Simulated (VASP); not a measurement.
Write the native input for VASP 6.6.1 that does the following.

- Task: single point
- Functional: PBE
- Potentials or basis: VASP PAW PBE potentials, release 64 (Na_pv, C)
- Cutoff: 520 eV
- k mesh: 4 × 4 × 4
- Occupations: gaussian, width 0.1 eV
- Spin: collinear spin
- Starting moments: [0.0, 0.0, 0.0, 0.0, 1.0] μB
- Dipole correction: no
- Further INCAR settings: ALGO = Normal; EDIFF = 1e-06; NBANDS = 28

The structure of Na4C lies in POSCAR:

```
Na4C
1.0
    4.5822704600      0.0000000000      0.0000000000
    0.0000000000      4.5822704600      0.0000000000
    0.0000000000      0.0000000000      4.5822704600
Na C
4 1
Direct
    0.0000000000      0.0000000000      0.0000000000
    0.5000000000      0.5000000000      0.0000000000
    0.5000000000      0.0000000000      0.5000000000
    0.0000000000      0.5000000000      0.5000000000
    0.5000000000      0.5000000000      0.5000000000
```

The cell was generated, and may not be a known phase.

The input as run:

INCAR

```
PREC = Accurate
ENCUT = 520
EDIFF = 1E-6
ISMEAR = 0
SIGMA = 0.1
LREAL = F
LASPH = T
NELM = 150
ALGO = Normal
ISIF = 2
LWAVE = F
LCHARG = T
ISPIN = 2
MAGMOM = 0 0 0 0 1
LORBIT = 11
GGA = PE
LELF = T
LVHAR = T
NBANDS = 28
```

KPOINTS

```
regular mesh
0
Gamma
  4 4 4
```

Potentials or basis: VASP PAW PBE potentials, release 64 (Na_pv, C).

Launch:

```console
$ cat potpaw_PBE.64/Na_pv/POTCAR potpaw_PBE.64/C/POTCAR > POTCAR
$ mpirun -np 1 vasp_std > vasp.out
```

It gave:

```yaml
Pressure: 9.9 GPa
Net_moment: 0.31 μB per cell
Site_moments: Na -0.02, +0.00 (each value once); C +0.23 μB
Valence_electrons_inside_the_program's_atomic_spheres: Na 6.08, 6.16 (each value once); C 2.21
```

Caveat: the cell stands under pressure; a moment this small can come from the mesh or the smearing.

It took 71 s on 1 thread of AMD EPYC 7R43 64-Core Processor (Zen 3) (shared host), peak memory 0.21 GiB.
